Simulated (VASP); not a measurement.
The system is Cu2Cl.

```
Cu Cl
1.0
     0.00000    2.93124    2.93124
     2.93124    0.00000    2.93124
     2.93124    2.93124    0.00000
Cu Cl
2 1
Direct
  0.25000 0.25000 0.25000
  0.75000 0.75000 0.75000
  0.00000 0.00000 0.00000
```

| Property | Result |
| --- | --- |
| Program | VASP 6.6.1 |
| Task | relaxation of cell and atoms |
| Functional | PBE |
| Potentials or basis | VASP PAW PBE potentials, release 64 (Cu, Cl) |
| Cutoff | 600 eV |
| k mesh | 14 × 14 × 14 |
| Occupations | gaussian, width 0.1 eV |
| Spin | no spin polarisation |

At the start: pressure 2.0 GPa; volume 16.79 Å³/atom.

Q: How do energy, volume and symmetry change on relaxing?

A: Over 3 steps the energy falls by 3.8 meV/atom and the volume is 17.42 Å³/atom (+3.7 %); space group Fm-3m (No. 225, to 0.1 Å) before and after.

Step by step:
| step | energy change (eV) | largest force (eV/Å) | pressure (GPa) | volume (Å³) |
| --- | --- | --- | --- | --- |
| 1 | 0.0000 | 0.0000 | 2.05 | 50.37 |
| 2 | -0.0112 | 0.0000 | 0.29 | 51.95 |
| 3 | -0.0115 | 0.0000 | 0.03 | 52.25 |

Final structure:
```
CELL_PARAMETERS angstrom
0.00000 2.96720 2.96720
2.96720 0.00000 2.96720
2.96720 2.96720 0.00000
ATOMIC_POSITIONS crystal
Cu 0.25000 0.25000 0.25000
Cu 0.75000 0.75000 0.75000
Cl 0.00000 0.00000 0.00000
```

Caveat: an odd number of electrons without spin polarisation forces a metal; a magnetic or distorted state may lie lower.
